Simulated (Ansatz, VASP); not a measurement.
# Re in VASP and in Ansatz

```xyz
2
Lattice="2.7608 0.0000 0.0000 -1.3804 2.3909 0.0000 0.0000 0.0000 4.4582" Properties=species:S:1:pos:R:3 pbc="T T T"
Re    1.3804    0.7970    3.3436
Re    0.0000    1.5939    1.1145
```

Alike in both runs: functional r2SCAN; k mesh 6 × 6 × 4; occupations fermi-dirac, width 0.05 eV; no spin polarisation.

```csv
,VASP,Ansatz
version,VASP 6.6.1,Ansatz 0.2.0
potentials or method,"VASP PAW PBE potentials, release 64 (Re)",Ansatz PAW
plane-wave cutoff (eV),520,500
valence electrons in the cell,14,30
task,single point,band structure
```

|  | VASP | Ansatz | Ansatz less VASP |
| --- | --- | --- | --- |
| gap on the k mesh at the Fermi level (eV) | none | none | - |
| pressure (GPa) | 0.0 | -0.1 | -0.04 |
| traceless stress, the component that is largest in VASP (GPa) | 1.44 | 1.48 | +0.041 |

VASP's potentials were made for PBE, not for r2SCAN. A gap of «none» marks a metal or a gap that the smearing closes. VASP's potentials hold 14 valence electrons a cell and Ansatz's 30, so a difference there can come from the potentials and not from the codes.

The k mesh is coarse, so the values compare programs but aren't converged. Neither program's run includes spin-orbit coupling.
